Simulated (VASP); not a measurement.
# CdS (Hawleyite) (F-43m) in VASP: further runs, part 2 of 2

VASP 6.6.1.

### Step 5. Single point, SVWN5

The input, INCAR:

```
PREC = Accurate
ENCUT = 520
EDIFF = 1E-6
ISMEAR = 0
SIGMA = 0.1
LREAL = F
LASPH = T
NELM = 80
ALGO = Normal
ISIF = 2
LWAVE = F
LCHARG = F
GGA = VW
NBANDS = 16
```

The input, KPOINTS:

```
Automatic mesh
0
Gamma
  8 8 8
```

The input, POSCAR:

```
CdS
1.0
    0.0000000000      2.9165000000      2.9165000000
    2.9165000000      0.0000000000      2.9165000000
    2.9165000000      2.9165000000      0.0000000000
Cd S
1 1
Direct
    0.0000000000      0.0000000000      0.0000000000
    0.2500000000      0.2500000000      0.2500000000
```

Potentials or basis: VASP PAW PBE potentials, release 64 (Cd, S).

Run with:

```bash
cat potpaw_PBE.64/Cd/POTCAR potpaw_PBE.64/S/POTCAR > POTCAR
mpirun -np 1 vasp_std > vasp.out
```

OUTCAR:

```text
PREC = Accurate
   ENCUT = 520
   EDIFF = 1E-6
   ISMEAR = 0
   LREAL = F
   LASPH = T
   NELM = 80
   ISIF = 2
   GGA = VW

 ion  position               nearest neighbor table
   1  0.000  0.000  0.000-   2 2.53   2 2.53   2 2.53   2 2.53
   2  0.250  0.250  0.250-   1 2.53   1 2.53   1 2.53   1 2.53

  LATTYP: Found a face centered cubic cell.
 ALAT       =     5.8330000000

  Lattice vectors:

 A1 = (   0.0000000000,   2.9165000000,   2.9165000000)
 A2 = (   2.9165000000,   0.0000000000,   2.9165000000)
 A3 = (   2.9165000000,   2.9165000000,   0.0000000000)

Analysis of symmetry for initial positions (statically):
=====================================================================
 Subroutine PRICEL returns:
 Original cell was already a primitive cell.

 Routine SETGRP: Setting up the symmetry group for a
 face centered cubic supercell.

 Subroutine GETGRP returns: Found 24 space group operations
 (whereof 24 operations were pure point group operations)
 out of a pool of 48 trial point group operations.

[... 155 lines left out ...]
  ---------------------------------------------------
  ext. energy  EPLUGINS =         0.00000000
  ---------------------------------------------------
  free energy    TOTEN  =        -7.36457396 eV

  energy without entropy =       -7.36457396  energy(sigma->0) =       -7.36457396

 E-fermi :   1.4980     XC(G=0):  -9.5794

 val. band max:        1.0382157313   @ k =   0.0000   0.0000   0.0000
 cond. band min:       1.9085969621   @ k =   0.0000   0.0000   0.0000
 fundamental gap:      0.8703812308
 Fermi energy:         1.4979533858

 k-point     1 :       0.0000    0.0000    0.0000
  band No.  band energies     occupation
      1     -11.3384      2.00000
      2      -6.7248      2.00000
      3      -6.7248      2.00000
      4      -6.7248      2.00000
      5      -6.2382      2.00000
      6      -6.2382      2.00000
[... 433 lines left out ...]
      3      -6.5206      2.00000
      4      -6.2671      2.00000
      5      -6.2119      2.00000
      6      -5.7390      2.00000
[... 8 lines left out ...]
     15      13.1979      0.00000
     16      14.1709      0.00000

 [... further k-points ...]
[... 5 lines left out ...]
  --------------------------------------------------------------------------------------
  -------------------------------------------------------------------------------------
  Total       -0.6392362     -0.6392362     -0.6392362      0.0000000     -0.0000000      0.0000000
  in kB      -20.6421997    -20.6421997    -20.6421997      0.0000000     -0.0000000      0.0000000
  external PRESSURE =     -20.6421997 kB  Pullay stress =       0.0000000 kB

 VOLUME and BASIS-vectors are now :
 -----------------------------------------------------------------------------
  energy-cutoff  :      520.00
  volume of cell :       49.62
      direct lattice vectors                 reciprocal lattice vectors
     0.000000000  2.916500000  2.916500000    -0.171438368  0.171438368  0.171438368
     2.916500000  0.000000000  2.916500000     0.171438368 -0.171438368  0.171438368
     2.916500000  2.916500000  0.000000000     0.171438368  0.171438368 -0.171438368

 POSITION                                       TOTAL-FORCE (eV/Angst)
 -----------------------------------------------------------------------------------
      0.00000      0.00000      0.00000        -0.000000     -0.000000     -0.000000
      1.45825      1.45825      1.45825         0.000000      0.000000      0.000000
 -----------------------------------------------------------------------------------
    total drift:                                0.000000      0.000000      0.000000

  FREE ENERGIE OF THE ION-ELECTRON SYSTEM (eV)
  ---------------------------------------------------
  free  energy   TOTEN  =        -7.3645739600 eV

  energy  without entropy=       -7.3645739600  energy(sigma->0) =       -7.36457396
```

stdout:

```text
POSCAR found type information on POSCAR CdS
 POSCAR found :  2 types and       2 ions
 scaLAPACK will be used
 -----------------------------------------------------------------------------
|                                                                             |
|                                                                             |
|     You enforced a specific xc type in the INCAR file but a different       |
|     I HOPE YOU KNOW WHAT YOU ARE DOING!                                     |
|                                                                             |
 -----------------------------------------------------------------------------

 LDA part: xc-table for (Slater(with rela. corr.)+VWN5), standard interpolation
 POSCAR, INCAR and KPOINTS ok, starting setup
 FFT: planning ... GRIDC
 FFT: planning ... GRID_SOFT
 FFT: planning ... GRID
 WAVECAR not read
 entering main loop
```

It took 24 s on 1 thread of Intel Xeon 8259CL, shared host; peak memory 0.16 GiB.

Results:

| Property | Result |
| --- | --- |
| Free energy | -7.3646 eV |
| Pressure | -2.1 GPa |
| Band gap on the k mesh | 0.87 eV, direct |

Levels at points of the mesh, in eV from the valence-band top:
```
           k point  band 5  band 6  band 7  band 8  band 9  band 10  band 11  band 12  band 13  band 14
(0.00, 0.00, 0.00)   -7.28   -7.28    0.00    0.00    0.00     0.87     6.38     6.38     6.38    11.05
(0.50, 0.00, 0.00)   -7.24   -6.89   -4.53   -0.77   -0.77     2.77     6.86     6.86     7.23    10.76
(0.50, 0.50, 0.00)   -7.19   -6.83   -4.07   -1.93   -1.93     3.32     4.16     8.96    10.55    10.55
```

Caveat: the PAW data sets were made with another functional, which shifts forces and pressure a little.

### Step 6. The runs side by side

| task | level | spin | cell | cutoff (eV) | smearing | gap on the mesh (eV) | pressure (GPa) | moment (μB) |
| --- | --- | --- | --- | --- | --- | --- | --- | --- |
| relaxation of cell and atoms | SVWN5 | off | relaxed from a = 4.125 Å, angles 60.0°, 2 atoms | 600 | fermi-dirac 0.05 eV | 0.94 | 0.0 | - |
| single point | PBE | non-collinear, zero start, SOC | a = 4.040 Å, angles 60.0°, 2 atoms | 520 | fermi-dirac 0.05 eV | - | 7.9 | 0.00 |
| single point | PBE | non-collinear, zero start, SOC | a = 4.069 Å, angles 60.0°, 2 atoms | 520 | fermi-dirac 0.05 eV | - | 6.2 | 0.00 |
| single point | SVWN5 | off | a = 4.125 Å, angles 60.0°, 2 atoms | 520 | gaussian 0.1 eV | 0.87 | -2.1 | - |

Alike in all rows: potentials or basis VASP PAW PBE potentials, release 64 (Cd, S); k mesh 8 × 8 × 8.

Caveats: the PAW data sets were made with another functional, which shifts forces and pressure a little (some runs).

Total energies depend on the potentials used, so only differences within one code and one set of settings carry meaning.
